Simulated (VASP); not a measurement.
Input of a VASP 6.6.1 run:

File INCAR:

```
SYSTEM = Si16H5Cl
PREC     = Accurate       ! precision mode
ENCUT    = 520            ! plane-wave cutoff, eV
EDIFF    = 1E-6           ! SCF threshold, eV
ISMEAR   = 0              ! smearing method
SIGMA    = 0.02           ! smearing width, eV
LREAL    = Auto         
LASPH    = .TRUE.         ! aspherical terms in the spheres
NELM     = 60             ! most SCF steps
ALGO     = Normal         ! electronic algorithm
ISIF     = 2              ! what is computed and relaxed
LWAVE    = .FALSE.        ! write WAVECAR
LCHARG   = .FALSE.        ! write CHGCAR
GGA      = PE             ! functional
IVDW     = 12             ! dispersion correction
NBANDS   = 55             ! bands
```

File KPOINTS:

```
Automatic mesh
0
G
  2 2 1
  0 0 0
```

The input POSCAR:

```
Si16H5Cl
1.0
    7.6791800000      0.0000000000      0.0000000000
    3.8395900000      6.6503650000      0.0000000000
    0.0000000000      0.0000000000     18.4187650000
H Si Cl
5 16 1
Direct
    0.1666667000      0.1666667000      0.0542925000
    0.6666667000      0.1666667000      0.0542925000
    0.1666667000      0.6666667000      0.0542925000
    0.6666667000      0.6666667000      0.0542925000
   -0.0116000098      0.0069965443      0.4261903092
    0.1666667000      0.1666667000      0.1357311000
    0.6666667000      0.1666667000      0.1357311000
    0.1666667000      0.6666667000      0.1357311000
    0.6666667000      0.6666667000      0.1357311000
   -0.1674495699      0.3342160592      0.1776934958
    0.3347416987      0.3303701245      0.1789480233
   -0.1663162941      0.8334953709      0.1747721115
    0.3331067228      0.8340392223      0.1772858584
   -0.1923229136      0.3520513615      0.3046214365
    0.3259943245      0.3719596800      0.3091454492
   -0.1738688423      0.8480423945      0.3017442576
    0.3261771171      0.8308018944      0.3059750629
   -0.0107927433      0.0175230734      0.3448515613
    0.4771666101      0.0262432194      0.3144130904
   -0.0159851180      0.5127249913      0.3422715420
    0.4971571736      0.5169910574      0.3686898848
   -0.0204597886      0.5208041570      0.4561828076
```

Potentials or basis: VASP PAW PBE potentials, release 64 (H, Si, Cl).

The run is started by

```console
$ cat potpaw_PBE.64/H/POTCAR potpaw_PBE.64/Si/POTCAR potpaw_PBE.64/Cl/POTCAR > POTCAR
$ mpirun -np 1 vasp_std > vasp.out
```

Question: What does it give for the dispersion energy per atom?

Answer: -0.185 eV.

Question: Predict the band gap on the k mesh.

Answer: 0.33 eV.

Question: What does it give for the largest force?

Answer: 0.219 eV/Å.

Forces on the atoms (eV/Å):
```
H    0.027  0.041 -0.059
H   -0.053  0.049 -0.045
H    0.031 -0.078 -0.061
H   -0.017  0.039 -0.045
H    0.000 -0.001 -0.015
Si  -0.141  0.024  0.166
Si   0.113  0.107 -0.013
Si   0.124 -0.147  0.058
Si  -0.083 -0.030  0.022
Si   0.000 -0.005 -0.006
Si  -0.003  0.002  0.000
Si   0.006 -0.002  0.001
Si  -0.008 -0.002 -0.003
Si   0.004 -0.001  0.001
Si  -0.004 -0.003  0.003
Si  -0.002  0.001 -0.006
Si   0.002  0.005 -0.004
Si  -0.002 -0.001  0.011
Si   0.005  0.001 -0.001
Si  -0.002  0.002  0.055
Si   0.001 -0.001 -0.002
Cl   0.001 -0.002 -0.059
```

Caveat: the k points lie up to 0.47 Å⁻¹ apart; there is no dipole correction, which matters where the two faces differ; semilocal functionals underestimate gaps, and a narrow one can read as zero.
